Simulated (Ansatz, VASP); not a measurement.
## Te: VASP beside Ansatz

```
Te
1.0
     6.02547    0.00000    0.00000
     0.00000    6.02547    0.00000
     0.00000    0.00000    6.02547
Te
8
Direct
  0.50000 0.50000 0.50000
  0.00000 0.00000 0.00000
  0.25000 0.00000 0.50000
  0.50000 0.25000 0.00000
  0.50000 0.75000 0.00000
  0.75000 0.00000 0.50000
  0.00000 0.50000 0.75000
  0.00000 0.50000 0.25000
```

Alike in both runs: functional PBEsol; k mesh 6 × 6 × 6; occupations gaussian, width 0.1 eV; no spin polarisation.

Ansatz relaxed the structure, and its values are those at the end. VASP's run is a single point on that final structure, the one shown.

```csv
,VASP,Ansatz
version,VASP 6.6.1,Ansatz 0.2.0
potentials or method,"VASP PAW PBE potentials, release 64 (Te), cutoff 520 eV","scalar-relativistic, plane waves, PAW"
valence electrons in the cell,48,128
```

|  | VASP | Ansatz | Ansatz less VASP |
| --- | --- | --- | --- |
| gap on the k mesh at the Fermi level (eV) | none | none | - |
| pressure (GPa) | 0.0 | 0.0 | -0.02 |

VASP's potentials were made for PBE, not for PBEsol. A gap of «none» marks a metal or a gap that the smearing closes. VASP's potentials hold 48 valence electrons a cell and Ansatz's 128, so a difference there can come from the potentials and not from the codes.

Neither program's run includes spin-orbit coupling.
